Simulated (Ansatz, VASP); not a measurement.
**One calculation of Ga4SbP3, two programs**

```
CELL_PARAMETERS angstrom
3.93556 0.00000 0.00000
0.00000 3.93556 0.00000
0.00000 0.00000 11.12265
ATOMIC_POSITIONS crystal
P 0.00000 0.00000 0.23621
P 0.50000 0.50000 0.00000
P 0.00000 0.00000 0.76379
Ga 0.00000 0.50000 0.11794
Ga 0.50000 0.00000 0.88206
Ga 0.00000 0.50000 0.64593
Ga 0.50000 0.00000 0.35407
Sb 0.50000 0.50000 0.50000
```

Alike in both runs: task single point; functional r2SCAN; k mesh 6 × 6 × 2; no spin polarisation.

|  | VASP | Ansatz |
| --- | --- | --- |
| version | VASP 6.6.1 | Ansatz 0.2.0 |
| potentials or method | VASP PAW PBE potentials, release 64 (P, Ga_d, Sb) | plane waves, PAW |
| plane-wave cutoff (eV) | 520 | 500 |
| occupations | gaussian, width 0.01 eV | fixed |
| valence electrons in the cell | 72 | 82 |

```tsv
	VASP	Ansatz	Ansatz less VASP
gap on the k mesh at the Fermi level (eV)	1.09	1.09	+0.001
pressure (GPa)	2.5	2.5	-0.01
rms of the force components (eV/Å)	0.019	0.012	-0.0065
```

VASP's potentials were made for PBE, not for r2SCAN. VASP's potentials hold 72 valence electrons a cell and Ansatz's 82, so a difference there can come from the potentials and not from the codes.

Neither program's run includes spin-orbit coupling.
